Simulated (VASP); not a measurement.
# CuAu (P4/mmm) in VASP: a series of runs

The runs below take CuAu through single point, with PBEsol.

All numbers are computed with VASP 6.6.1; they aren't measurements. Logs are shortened: lines on timing, memory, paths and dates and some standing lists are left out, and cuts for length are marked.

## Step 1: The cell of the first run

Symmetry: P4/mmm, No. 123, tetragonal system. The conventional cell has a = 2.716 Å, b = 2.716 Å, c = 3.670 Å, α = 90.00°, β = 90.00°, γ = 90.00°. Within 3.5 Å of Cu (site symmetry 4/mmm) lie 8 Au at 2.66 Å and 4 Cu at 2.72 Å. Within 3.5 Å of Au (site symmetry 4/mmm) lie 8 Cu at 2.66 Å and 4 Au at 2.72 Å.

## Step 2: Single point, PBEsol (strain -0.030 along x and y, +0.000 along z)

The input, INCAR:

```
PREC = Accurate
ENCUT = 520
EDIFF = 1E-6
ISMEAR = 0
SIGMA = 0.15
LREAL = F
LASPH = T
NELM = 60
ALGO = Fast
ISIF = 2
LWAVE = F
LCHARG = T
GGA = PS
LELF = T
LVHAR = T
NBANDS = 18
```

The input, KPOINTS:

```
regular mesh
0
Gamma
  18 18 14
```

The input, POSCAR:

```
CuAu
1.0
    2.7160000000      0.0000000000      0.0000000000
    0.0000000000      2.7160000000      0.0000000000
    0.0000000000      0.0000000000      3.6700000000
Cu Au
1 1
Direct
    0.5000000000      0.5000000000      0.5000000000
    0.0000000000      0.0000000000      0.0000000000
```

Potentials or basis: VASP PAW PBE potentials, release 64 (Cu, Au).

The run is started by

```bash
$ cat potpaw_PBE.64/Cu/POTCAR potpaw_PBE.64/Au/POTCAR > POTCAR
$ mpirun -np 1 vasp_std > vasp.out
```

OUTCAR:

```text
PREC = Accurate
   ENCUT = 520
   EDIFF = 1E-6
   ISMEAR = 0
   LREAL = F
   LASPH = T
   NELM = 60
   ISIF = 2
   GGA = PS

 ion  position               nearest neighbor table
   1  0.500  0.500  0.500-   2 2.66   2 2.66   2 2.66   2 2.66   2 2.66   2 2.66   2 2.66   2 2.66

   2  0.000  0.000  0.000-   1 2.66   1 2.66   1 2.66   1 2.66   1 2.66   1 2.66   1 2.66   1 2.66

  LATTYP: Found a simple tetragonal cell.
 ALAT       =     2.7160000000
 C/A-ratio  =     1.3512518409

  Lattice vectors:

 A1 = (   2.7160000000,   0.0000000000,   0.0000000000)
 A2 = (   0.0000000000,   2.7160000000,   0.0000000000)
 A3 = (   0.0000000000,   0.0000000000,   3.6700000000)

Analysis of symmetry for initial positions (statically):
=====================================================================
 Subroutine PRICEL returns:
 Original cell was already a primitive cell.

 Routine SETGRP: Setting up the symmetry group for a
 simple tetragonal supercell.

 Subroutine GETGRP returns: Found 16 space group operations
 (whereof 16 operations were pure point group operations)
 out of a pool of 16 trial point group operations.

The static configuration has the point symmetry D_4h.

Analysis of symmetry for dynamics (positions and initial velocities):
=====================================================================
 Subroutine PRICEL returns:
 Original cell was already a primitive cell.

 Routine SETGRP: Setting up the symmetry group for a
 simple tetragonal supercell.

 Subroutine GETGRP returns: Found 16 space group operations
 (whereof 16 operations were pure point group operations)
 out of a pool of 16 trial point group operations.

The dynamic configuration has the point symmetry D_4h.

 Subroutine INISYM returns: Found 16 space group operations
 (whereof 16 operations are pure point group operations),
 and found     1 'primitive' translations

----------------------------------------------------------------------------------------

                                     Primitive cell

  volume of cell :      27.0723

  direct lattice vectors                    reciprocal lattice vectors
     2.716000000  0.000000000  0.000000000     0.368188513  0.000000000  0.000000000
     0.000000000  2.716000000  0.000000000     0.000000000  0.368188513  0.000000000
     0.000000000  0.000000000  3.670000000     0.000000000  0.000000000  0.272479564

  length of vectors
     2.716000000  2.716000000  3.670000000     0.368188513  0.368188513  0.272479564

  position of ions in fractional coordinates (direct lattice)
     0.500000000  0.500000000  0.500000000
     0.000000000  0.000000000  0.000000000

  ion indices of the primitive-cell ions
   primitive index   ion index
                 1           1
                 2           2

----------------------------------------------------------------------------------------

 KPOINTS: regular mesh

Automatic generation of k-mesh.
 Grid dimensions read from file:
 generate k-points for:   18   18   14

 Generating k-lattice:

  Cartesian coordinates                     Fractional coordinates (reciprocal lattice)
     0.020454917  0.000000000  0.000000000     0.055555556  0.000000000  0.000000000
     0.000000000  0.020454917  0.000000000     0.000000000  0.055555556  0.000000000
     0.000000000  0.000000000  0.019462826     0.000000000  0.000000000  0.071428571

  Length of vectors
     0.020454917  0.020454917  0.019462826

  Shift w.r.t. Gamma in fractional coordinates (k-lattice)
     0.000000000  0.000000000  0.000000000

 Subroutine IBZKPT returns following result:
 ===========================================

 Found    440 irreducible k-points:

 Following reciprocal coordinates:
            Coordinates               Weight
  0.000000  0.000000  0.000000      1.000000
  0.055556  0.000000  0.000000      4.000000
  0.111111  0.000000  0.000000      4.000000
  0.166667  0.000000  0.000000      4.000000
  0.222222  0.000000  0.000000      4.000000
  0.277778  0.000000  0.000000      4.000000
[... 16 lines left out ...]
  0.277778  0.111111  0.000000      8.000000
  0.333333  0.111111  0.000000      8.000000
 [... further k-points ...]
   k-points           NKPTS =    440   k-points in BZ     NKDIM =    440   number of bands    NBANDS=     18
   number of dos      NEDOS =    301   number of ions     NIONS =      2
   total plane-waves  NPLWV =  11200
   dimension x,y,z NGX =    20 NGY =   20 NGZ =   28
   dimension x,y,z NGXF=    40 NGYF=   40 NGZF=   56
   ions per type =               1   1
   NGX,Y,Z   is equivalent  to a cutoff of  12.24, 12.24, 12.68 a.u.
   NGXF,Y,Z  is equivalent  to a cutoff of  24.48, 24.48, 25.37 a.u.
 SYSTEM =  unknown system
   PREC   = accura    normal or accurate (medium, high low for compatibility)
   ISTART =      0    job   : 0-new  1-cont  2-samecut
   ICHARG =      2    charge: 1-file 2-atom 10-const
   ISPIN  =      1    spin polarized calculation?
   LNONCOLLINEAR =      F non collinear calculations
   LSORBIT =      F    spin-orbit coupling
   LASPH  =      T    aspherical Exc in radial PAW
   ENCUT  =  520.0 eV  38.22 Ry    6.18 a.u.   5.05  5.05  6.82*2*pi/ulx,y,z
   NELM   =     60;   NELMIN=  2; NELMDL= -5     # of ELM steps
   EDIFF  = 0.1E-05   stopping-criterion for ELM
   LREAL  =      F    real-space projection
   EDIFFG = 0.1E-04   stopping-criterion for IOM
   NSW    =      0    number of steps for IOM
   IBRION =     -1    ionic relax: 0-MD 1-quasi-New 2-CG
   NFREE  =      0    steps in history (QN), initial steepest desc. (CG)
   ISIF   =      2    stress and relaxation
   ISYM   =      2    0-nonsym 1-usesym 2-fastsym
   POTIM  = 0.5000    time-step for ionic-motion
   TEBEG  =    0.0;   TEEND  =   0.0 temperature during run
   PSTRESS=    0.0 pullay stress
   NELECT =      22.0000    total number of electrons
   NUPDOWN=      -1.0000    fix difference up-down
   EMIN   =  10.00;   EMAX   =-10.00  energy-range for DOS
   EFERMI =   0.00;   METHOD = LEGACY
   ISMEAR =     0;   SIGMA  =   0.15  broadening in eV -4-tet -1-fermi 0-gaus
   EFERMI_NEDOS =   21; number of points for ismear=-14 and -15
   IALGO  =     68    algorithm
   IMIX   =      4    mixing-type and parameters
     AMIX     =   0.40;   BMIX     =  1.00
     AMIX_MAG =   1.60;   BMIX_MAG =  1.00
  volume/ion in A,a.u.               =      13.54        91.35
  Fermi-wavevector in a.u.,A,eV,Ry     =   1.527709  2.886951 31.754550  2.333894
  Thomas-Fermi vector in A             =   2.635568
   LORBIT       =      0    0 simple, 1 ext, 2 COOP (PROOUT), +10 PAW based schemes
   GGA     = PS    functional components
   LHFCALC =     F    Hartree Fock is set to
   AEXX    =    0.0000 exact exchange contribution
   IVDW    =     0    specifies the selected vdW correction
   LEPSILON=     F    determine dielectric tensor
   LRPA    =     F    only Hartree local field effects (RPA)
 non-spin polarized calculation
 RMM-DIIS sequential band-by-band and
 Gauss-broadening in eV      SIGMA  =   0.15
  energy-cutoff  :      520.00
  volume of cell :       27.07
 maximum number of plane-waves:       748
   NGX = 11   NGY = 11   NGZ = 13

 number of electron      21.9999990 magnetization

 Free energy of the ion-electron system (eV)
  ---------------------------------------------------
  ext. energy  EPLUGINS =         0.00000000
  ---------------------------------------------------
  free energy    TOTEN  =        -8.31249568 eV

  energy without entropy =       -8.30651852  energy(sigma->0) =       -8.30950710

 E-fermi :   9.7045     XC(G=0): -13.2647

 val. band max:        9.7030286936   @ k =   0.2778   0.1667   0.4286
 cond. band min:       9.7111887432   @ k =   0.3889   0.3889   0.2143
 fundamental gap:      0.0081600496
 Fermi energy:         9.7044738087

 k-point     1 :       0.0000    0.0000    0.0000
  band No.  band energies     occupation
      1      -0.8793      2.00000
      2       2.3683      2.00000
      3       2.5645      2.00000
      4       5.3623      2.00000
      5       5.3623      2.00000
      6       6.5278      2.00000
[... 10 lines left out ...]
     17      27.3242      0.00000
     18      27.7130      0.00000

 k-point     2 :       0.0556    0.0000    0.0000
  band No.  band energies     occupation
      1      -0.8000      2.00000
      2       2.4134      2.00000
      3       2.6100      2.00000
      4       5.3063      2.00000
      5       5.3815      2.00000
      6       6.5424      2.00000
[... 10 lines left out ...]
     17      27.2955      0.00000
     18      28.2468      0.00000

 k-point     3 :       0.1111    0.0000    0.0000
  band No.  band energies     occupation
      1      -0.5674      2.00000
      2       2.5244      2.00000
      3       2.7662      2.00000
      4       5.1425      2.00000
      5       5.4384      2.00000
      6       6.5026      2.00000
[... 10 lines left out ...]
     17      27.2554      0.00000
     18      29.8591      0.00000

 k-point     4 :       0.1667    0.0000    0.0000
  band No.  band energies     occupation
      1      -0.1973      2.00000
      2       2.6662      2.00000
      3       3.0530      2.00000
      4       4.8867      2.00000
      5       5.5302      2.00000
      6       6.3269      2.00000
[... 375 lines left out ...]
      4       4.5520      2.00000
      5       5.3228      2.00000
      6       5.8560      2.00000
[... 10 lines left out ...]
     17      26.9558      0.00000
     18      29.6819      0.00000

 k-point    23 :       0.2778    0.1111    0.0000
  band No.  band energies     occupation
      1       1.1351      2.00000
      2       3.2664      2.00000
      3       3.8996      2.00000
      4       4.2230      2.00000
      5       5.3468      2.00000
      6       5.6541      2.00000
[... 10 lines left out ...]
     17      25.8162      0.00000
     18      29.3274      0.00000

 k-point    24 :       0.3333    0.1111    0.0000
  band No.  band energies     occupation
      1       1.6997      2.00000
      2       3.4619      2.00000
      3       3.9273      2.00000
      4       4.1713      2.00000
      5       5.3576      2.00000
      6       5.5824      2.00000
[... 10 lines left out ...]
     17      24.5222      0.00000
     18      28.0217      0.00000

 [... further k-points ...]

------------------------ aborting loop because EDIFF is reached ----------------------------------------

  FORCE on cell =-STRESS in cart. coord.  units (eV):
  Direction    XX          YY          ZZ          XY          YZ          ZX
  --------------------------------------------------------------------------------------
  -------------------------------------------------------------------------------------
  Total        1.8156526      1.8156526      1.3363488      0.0000000      0.0000000      0.0000000
  in kB      107.4528032    107.4528032     79.0869501      0.0000000      0.0000000      0.0000000
  external PRESSURE =      97.9975188 kB  Pullay stress =       0.0000000 kB

 VOLUME and BASIS-vectors are now :
 -----------------------------------------------------------------------------
  energy-cutoff  :      520.00
  volume of cell :       27.07
      direct lattice vectors                 reciprocal lattice vectors
     2.716000000  0.000000000  0.000000000     0.368188513  0.000000000  0.000000000
     0.000000000  2.716000000  0.000000000     0.000000000  0.368188513  0.000000000
     0.000000000  0.000000000  3.670000000     0.000000000  0.000000000  0.272479564

 POSITION                                       TOTAL-FORCE (eV/Angst)
 -----------------------------------------------------------------------------------
      1.35800      1.35800      1.83500         0.000000      0.000000      0.000000
      0.00000      0.00000      0.00000         0.000000      0.000000      0.000000
 -----------------------------------------------------------------------------------
    total drift:                               -0.000000      0.000000      0.000000

  FREE ENERGIE OF THE ION-ELECTRON SYSTEM (eV)
  ---------------------------------------------------
  free  energy   TOTEN  =        -8.3124956839 eV

  energy  without entropy=       -8.3065185204  energy(sigma->0) =       -8.30950710
```

Wall time 1.8 min (1 thread of AMD EPYC 9R45 (Zen 5), shared host); peak memory 0.29 GiB.

What came out:

- Free energy: -8.3125 eV
- Pressure: 9.8 GPa
- Band gap on the k mesh: zero (bands 11 and 12 overlap by 7.75 eV)

Stress tensor (GPa, compression positive):
```
10.75  0.00  0.00
 0.00 10.75  0.00
 0.00  0.00  7.91
```

Levels at points of the mesh, in eV from the Fermi level:
```csv
k point,band 7,band 8,band 9,band 10,band 11,band 12,band 13,band 14,band 15,band 16
"(0.00, 0.00, 0.00)",-3.05,-2.37,-1.79,-1.54,-1.54,1.48,8.08,10.64,10.64,17.40
"(0.50, 0.00, 0.00)",-3.40,-3.28,-2.60,-2.37,-0.85,0.14,9.28,9.51,11.48,11.70
"(0.50, 0.50, 0.00)",-1.71,-1.50,-1.48,-1.48,0.59,0.59,5.92,7.62,9.96,11.63
"(0.00, 0.00, 0.50)",-3.56,-2.77,-2.66,-2.51,-2.51,-2.10,14.83,15.23,15.26,15.26
"(0.50, 0.00, 0.50)",-1.85,-1.81,-1.73,-1.66,-1.44,-1.43,3.05,4.70,16.14,16.59
"(0.50, 0.50, 0.50)",-3.42,-2.36,-1.71,-1.50,5.65,5.65,5.76,7.02,7.19,7.19
```

Caveat: the cell differs from its parent crystal (strain -0.030 along x and y, +0.000 along z); the cell stands under pressure; the PAW data sets were made with another functional, which shifts forces and pressure a little; spin-orbit coupling is left out, which moves the levels of the heavy elements.

[end of part 1 of 3]
